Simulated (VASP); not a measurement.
# AlRu (zincblende type) (F-43m) in VASP: notebook

The runs below take AlRu (zincblende type) through single point, relaxation of cell and atoms, with PBE.

Everything below comes from runs of VASP 6.6.1. Logs are shortened: lines on timing, memory, paths and dates and some standing lists are left out, and cuts for length are marked.

## (1) The cell of the first run

Symmetry: F-43m, No. 216, cubic system. The conventional cell has a = 5.301 Å, b = 5.301 Å, c = 5.301 Å, α = 90.00°, β = 90.00°, γ = 90.00°. Within 3.0 Å of Ru (site symmetry -43m) lie 4 Al at 2.30 Å. Within 3.0 Å of Al (site symmetry -43m) lie 4 Ru at 2.30 Å.

## (2) Single point, PBE

Input file INCAR:

```
SYSTEM = AlRu
ALGO = Normal
EDIFF = 1E-6
ENCUT = 520
GGA = PE
ISIF = 2
ISMEAR = -1
LASPH = .TRUE.
LCHARG = .TRUE.
LELF = .TRUE.
LREAL = .FALSE.
LVHAR = .TRUE.
LWAVE = .FALSE.
NBANDS = 16
NELM = 100
PREC = Accurate
SIGMA = 0.1
```

Input file KPOINTS:

```
k-points
0
G
  12 12 12
  0 0 0
```

Input file POSCAR:

```
AlRu
1.0
    0.0000000000      2.6506391232      2.6506391232
    2.6506391232      0.0000000000      2.6506391232
    2.6506391232      2.6506391232      0.0000000000
Ru Al
1 1
Direct
    0.0000000000      0.0000000000      0.0000000000
    0.2500000000      0.2500000000      0.2500000000
```

Potentials or basis: VASP PAW PBE potentials, release 64 (Ru_pv, Al).

Command:

```bash
cat potpaw_PBE.64/Ru_pv/POTCAR potpaw_PBE.64/Al/POTCAR > POTCAR
mpirun -np 1 vasp_std > vasp.out
```

OUTCAR:

```text
SYSTEM = AlRu
   EDIFF = 1E-6
   ENCUT = 520
   GGA = PE
   ISIF = 2
   ISMEAR = -1
   LASPH = .TRUE.
   LREAL = .FALSE.
   NELM = 100
   PREC = Accurate

 ion  position               nearest neighbor table
   1  0.000  0.000  0.000-   2 2.30   2 2.30   2 2.30   2 2.30
   2  0.250  0.250  0.250-   1 2.30   1 2.30   1 2.30   1 2.30

  LATTYP: Found a face centered cubic cell.
 ALAT       =     5.3012782464

  Lattice vectors:

 A1 = (   0.0000000000,   2.6506391232,   2.6506391232)
 A2 = (   2.6506391232,   0.0000000000,   2.6506391232)
 A3 = (   2.6506391232,   2.6506391232,   0.0000000000)

Analysis of symmetry for initial positions (statically):
=====================================================================
 Subroutine PRICEL returns:
 Original cell was already a primitive cell.

 Routine SETGRP: Setting up the symmetry group for a
 face centered cubic supercell.

 Subroutine GETGRP returns: Found 24 space group operations
 (whereof 24 operations were pure point group operations)
 out of a pool of 48 trial point group operations.

The static configuration has the point symmetry T_d .

Analysis of symmetry for dynamics (positions and initial velocities):
=====================================================================
 Subroutine PRICEL returns:
 Original cell was already a primitive cell.

 Routine SETGRP: Setting up the symmetry group for a
 face centered cubic supercell.

 Subroutine GETGRP returns: Found 24 space group operations
 (whereof 24 operations were pure point group operations)
 out of a pool of 48 trial point group operations.

The dynamic configuration has the point symmetry T_d .

 Subroutine INISYM returns: Found 24 space group operations
 (whereof 24 operations are pure point group operations),
 and found     1 'primitive' translations

----------------------------------------------------------------------------------------

                                     Primitive cell

  volume of cell :      37.2462

  direct lattice vectors                    reciprocal lattice vectors
     0.000000000  2.650639123  2.650639123    -0.188633751  0.188633751  0.188633751
     2.650639123  0.000000000  2.650639123     0.188633751 -0.188633751  0.188633751
     2.650639123  2.650639123  0.000000000     0.188633751  0.188633751 -0.188633751

  length of vectors
     3.748569797  3.748569797  3.748569797     0.326723241  0.326723241  0.326723241

  position of ions in fractional coordinates (direct lattice)
     0.000000000  0.000000000  0.000000000
     0.250000000  0.250000000  0.250000000

  ion indices of the primitive-cell ions
   primitive index   ion index
                 1           1
                 2           2

----------------------------------------------------------------------------------------

 KPOINTS: k-points

Automatic generation of k-mesh.
 Grid dimensions read from file:
 generate k-points for:   12   12   12

 Generating k-lattice:

  Cartesian coordinates                     Fractional coordinates (reciprocal lattice)
    -0.015719479  0.015719479  0.015719479     0.083333333  0.000000000  0.000000000
     0.015719479 -0.015719479  0.015719479     0.000000000  0.083333333  0.000000000
     0.015719479  0.015719479 -0.015719479     0.000000000  0.000000000  0.083333333

  Length of vectors
     0.027226937  0.027226937  0.027226937

  Shift w.r.t. Gamma in fractional coordinates (k-lattice)
     0.000000000  0.000000000  0.000000000

 Subroutine IBZKPT returns following result:
 ===========================================

 Found     72 irreducible k-points:

 Following reciprocal coordinates:
            Coordinates               Weight
  0.000000  0.000000  0.000000      1.000000
  0.083333  0.000000  0.000000      8.000000
  0.166667  0.000000  0.000000      8.000000
  0.250000  0.000000  0.000000      8.000000
  0.333333  0.000000  0.000000      8.000000
  0.416667  0.000000  0.000000      8.000000
[... 16 lines left out ...]
  0.500000  0.166667  0.000000     24.000000
 -0.416667  0.166667  0.000000     24.000000
 [... further k-points ...]
   k-points           NKPTS =     72   k-points in BZ     NKDIM =     72   number of bands    NBANDS=     16
   number of dos      NEDOS =    301   number of ions     NIONS =      2
   total plane-waves  NPLWV =  21952
   dimension x,y,z NGX =    28 NGY =   28 NGZ =   28
   dimension x,y,z NGXF=    56 NGYF=   56 NGZF=   56
   ions per type =               1   1
   NGX,Y,Z   is equivalent  to a cutoff of  12.42, 12.42, 12.42 a.u.
   NGXF,Y,Z  is equivalent  to a cutoff of  24.84, 24.84, 24.84 a.u.
 SYSTEM =  AlRu
   PREC   = accura    normal or accurate (medium, high low for compatibility)
   ISTART =      0    job   : 0-new  1-cont  2-samecut
   ICHARG =      2    charge: 1-file 2-atom 10-const
   ISPIN  =      1    spin polarized calculation?
   LNONCOLLINEAR =      F non collinear calculations
   LSORBIT =      F    spin-orbit coupling
   LASPH  =      T    aspherical Exc in radial PAW
   ENCUT  =  520.0 eV  38.22 Ry    6.18 a.u.   6.97  6.97  6.97*2*pi/ulx,y,z
   NELM   =    100;   NELMIN=  2; NELMDL= -5     # of ELM steps
   EDIFF  = 0.1E-05   stopping-criterion for ELM
   LREAL  =      F    real-space projection
   EDIFFG = 0.1E-04   stopping-criterion for IOM
   NSW    =      0    number of steps for IOM
   IBRION =     -1    ionic relax: 0-MD 1-quasi-New 2-CG
   NFREE  =      0    steps in history (QN), initial steepest desc. (CG)
   ISIF   =      2    stress and relaxation
   ISYM   =      2    0-nonsym 1-usesym 2-fastsym
   POTIM  = 0.5000    time-step for ionic-motion
   TEBEG  =    0.0;   TEEND  =   0.0 temperature during run
   PSTRESS=    0.0 pullay stress
   NELECT =      17.0000    total number of electrons
   NUPDOWN=      -1.0000    fix difference up-down
   EMIN   =  10.00;   EMAX   =-10.00  energy-range for DOS
   EFERMI =   0.00;   METHOD = LEGACY
   ISMEAR =    -1;   SIGMA  =   0.10  broadening in eV -4-tet -1-fermi 0-gaus
   EFERMI_NEDOS =   21; number of points for ismear=-14 and -15
   IALGO  =     38    algorithm
   IMIX   =      4    mixing-type and parameters
     AMIX     =   0.40;   BMIX     =  1.00
     AMIX_MAG =   1.60;   BMIX_MAG =  1.00
  volume/ion in A,a.u.               =      18.62       125.67
  Fermi-wavevector in a.u.,A,eV,Ry     =   1.260464  2.381932 21.616530  1.588770
  Thomas-Fermi vector in A             =   2.393973
   LORBIT       =      0    0 simple, 1 ext, 2 COOP (PROOUT), +10 PAW based schemes
   GGA     = PE    functional components
   LHFCALC =     F    Hartree Fock is set to
   AEXX    =    0.0000 exact exchange contribution
   IVDW    =     0    specifies the selected vdW correction
   LEPSILON=     F    determine dielectric tensor
   LRPA    =     F    only Hartree local field effects (RPA)
 non-spin polarized calculation
  energy-cutoff  :      520.00
  volume of cell :       37.25
 maximum number of plane-waves:      1018
   NGX = 13   NGY = 13   NGZ = 13

 number of electron      17.0000005 magnetization

 Free energy of the ion-electron system (eV)
  ---------------------------------------------------
  ext. energy  EPLUGINS =         0.00000000
  ---------------------------------------------------
  free energy    TOTEN  =       -10.68133273 eV

  energy without entropy =      -10.58362498  energy(sigma->0) =      -10.63247885

 E-fermi :   6.0725     XC(G=0): -10.6182

 val. band max:        6.0705586371   @ k =   0.5000   0.3333   0.0833
 cond. band min:       6.0736412144   @ k =  -0.2500   0.2500   0.0833
 fundamental gap:      0.0030825774
 Fermi energy:         6.0724968006

 k-point     1 :       0.0000    0.0000    0.0000
  band No.  band energies     occupation
      1     -35.1319      2.00000
      2     -35.1319      2.00000
      3     -35.1319      2.00000
      4      -1.0774      2.00000
      5       4.0528      2.00000
      6       4.0528      2.00000
[... 8 lines left out ...]
     15      17.3221      0.00000
     16      17.3221      0.00000

 k-point     2 :       0.0833    0.0000    0.0000
  band No.  band energies     occupation
      1     -35.1340      2.00000
      2     -35.1322      2.00000
      3     -35.1322      2.00000
      4      -0.9608      2.00000
      5       4.0116      2.00000
      6       4.0928      2.00000
[... 8 lines left out ...]
     15      17.3175      0.00000
     16      17.5444      0.00000

 k-point     3 :       0.1667    0.0000    0.0000
  band No.  band energies     occupation
      1     -35.1396      2.00000
      2     -35.1331      2.00000
      3     -35.1331      2.00000
      4      -0.6215      2.00000
      5       3.9083      2.00000
      6       4.1898      2.00000
[... 8 lines left out ...]
     15      17.3186      0.00000
     16      17.7638      0.00000

 k-point     4 :       0.2500    0.0000    0.0000
  band No.  band energies     occupation
      1     -35.1473      2.00000
      2     -35.1342      2.00000
      3     -35.1342      2.00000
      4      -0.0969      2.00000
      5       3.7965      2.00000
      6       4.2791      2.00000
[... 8 lines left out ...]
     15      17.3490      0.00000
     16      18.3823      0.00000
[... 324 lines left out ...]
 k-point    22 :       0.4167    0.1667    0.0000
  band No.  band energies     occupation
      1     -35.1563      2.00000
      2     -35.1393      2.00000
      3     -35.1380      2.00000
      4       1.0640      2.00000
      5       3.5771      2.00000
      6       4.2763      2.00000
[... 8 lines left out ...]
     15      18.4421      0.00000
     16      19.5537      0.00000

 k-point    23 :       0.5000    0.1667    0.0000
  band No.  band energies     occupation
      1     -35.1595      2.00000
      2     -35.1410      2.00000
      3     -35.1382      2.00000
      4       1.4949      2.00000
      5       3.6900      2.00000
      6       4.2277      2.00000
[... 8 lines left out ...]
     15      18.1814      0.00000
     16      19.5250      0.00000

 k-point    24 :      -0.4167    0.1667    0.0000
  band No.  band energies     occupation
      1     -35.1598      2.00000
      2     -35.1419      2.00000
      3     -35.1376      2.00000
      4       1.5590      2.00000
      5       3.8132      2.00000
      6       4.1670      2.00000
[... 8 lines left out ...]
     15      18.3054      0.00000
     16      19.5251      0.00000

 [... further k-points ...]

------------------------ aborting loop because EDIFF is reached ----------------------------------------

  FORCE on cell =-STRESS in cart. coord.  units (eV):
  Direction    XX          YY          ZZ          XY          YZ          ZX
  --------------------------------------------------------------------------------------
  -------------------------------------------------------------------------------------
  Total        2.8078920      2.8078920      2.8078920      0.0000000      0.0000000     -0.0000000
  in kB      120.7839346    120.7839346    120.7839346      0.0000000      0.0000000     -0.0000000
  external PRESSURE =     120.7839346 kB  Pullay stress =       0.0000000 kB

 VOLUME and BASIS-vectors are now :
 -----------------------------------------------------------------------------
  energy-cutoff  :      520.00
  volume of cell :       37.25
      direct lattice vectors                 reciprocal lattice vectors
     0.000000000  2.650639123  2.650639123    -0.188633751  0.188633751  0.188633751
     2.650639123  0.000000000  2.650639123     0.188633751 -0.188633751  0.188633751
     2.650639123  2.650639123  0.000000000     0.188633751  0.188633751 -0.188633751

 POSITION                                       TOTAL-FORCE (eV/Angst)
 -----------------------------------------------------------------------------------
      0.00000      0.00000      0.00000         0.000000      0.000000      0.000000
      1.32532      1.32532      1.32532        -0.000000     -0.000000     -0.000000
 -----------------------------------------------------------------------------------
    total drift:                               -0.000001     -0.000001     -0.000000

  FREE ENERGIE OF THE ION-ELECTRON SYSTEM (eV)
  ---------------------------------------------------
  free  energy   TOTEN  =       -10.6813327282 eV

  energy  without entropy=      -10.5836249789  energy(sigma->0) =      -10.63247885
```

Run time: 18 s. Hardware: 1 thread of Intel Xeon 6975P-C (Granite Rapids), shared host; peak memory 0.18 GiB.

What came out:

```
Free energy : -10.6813 eV
Pressure    : 12.1 GPa
```

## (3) Single point, PBE

Input file INCAR:

```
SYSTEM = AlRu
PREC = Accurate
ENCUT = 520
EDIFF = 1E-6
ISMEAR = -1
SIGMA = 0.1
LREAL = .FALSE.
LASPH = .TRUE.
NELM = 60
ALGO = Normal
ISIF = 2
LWAVE = .FALSE.
LCHARG = .TRUE.
GGA = PE
LELF = .TRUE.
LVHAR = .TRUE.
NBANDS = 16
```

Input file KPOINTS:

```
regular mesh
0
G
  12 12 12
  0 0 0
```

Input file POSCAR:

```
AlRu
1.0
    0.0000000000      2.6500064267      2.6500064267
    2.6500064267      0.0000000000      2.6500064267
    2.6500064267      2.6500064267      0.0000000000
Ru Al
1 1
Direct
    0.0000000000      0.0000000000      0.0000000000
    0.2500000000      0.2500000000      0.2500000000
```

Potentials or basis: VASP PAW PBE potentials, release 64 (Ru_pv, Al).

Command:

```bash
cat potpaw_PBE.64/Ru_pv/POTCAR potpaw_PBE.64/Al/POTCAR > POTCAR
mpirun -np 1 vasp_std > vasp.out
```

Wall time 16 s (1 thread of Intel Xeon 6975P-C (Granite Rapids), shared host); peak memory 0.18 GiB.

The run converged. Its results:

- Free energy: -10.6793 eV
- Pressure: 12.2 GPa

Levels at points of the mesh, in eV from the Fermi level:
```csv
k point,band 5,band 6,band 7,band 8,band 9,band 10,band 11,band 12,band 13,band 14
"(0.00, 0.00, 0.00)",-2.02,-2.02,-2.02,-0.61,-0.61,9.00,9.00,9.00,10.17,11.26
"(0.50, 0.00, 0.00)",-2.14,-1.80,-1.80,-0.21,-0.21,0.81,6.83,6.83,8.73,11.37
"(0.50, 0.50, 0.00)",-3.37,-0.68,-0.44,-0.44,0.10,1.68,3.30,3.30,8.44,9.99
```

(Part 1 of 2 ends here.)
